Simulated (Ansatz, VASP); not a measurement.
## Two plane-wave programs on ZnCu

```
Zn Cu
1.0
     2.85972    0.00000    0.00000
     0.00000    2.85972    0.00000
     0.00000    0.00000    2.85972
Zn Cu
1 1
Direct
  0.50000 0.50000 0.50000
  0.00000 0.00000 0.00000
```

Alike in both runs: functional r2SCAN; k mesh 11 × 11 × 11; occupations fermi-dirac, width 0.1 eV; no spin polarisation.

Ansatz relaxed the structure, and its values are those at the end. VASP's run is a single point on that final structure, the one shown.

```csv
,VASP,Ansatz
version,VASP 6.6.1,Ansatz 0.2.0
potentials or method,"VASP PAW PBE potentials, release 64 (Zn, Cu), cutoff 520 eV",PAW plane waves
valence electrons in the cell,23,31
```

```tsv
	VASP	Ansatz	Ansatz less VASP
pressure (GPa)	10.4	9.8	-0.60
```

VASP's potentials were made for PBE, not for r2SCAN. VASP's potentials hold 23 valence electrons a cell and Ansatz's 31, so a difference there can come from the potentials and not from the codes. Ansatz's warnings: stress scf threshold loose.
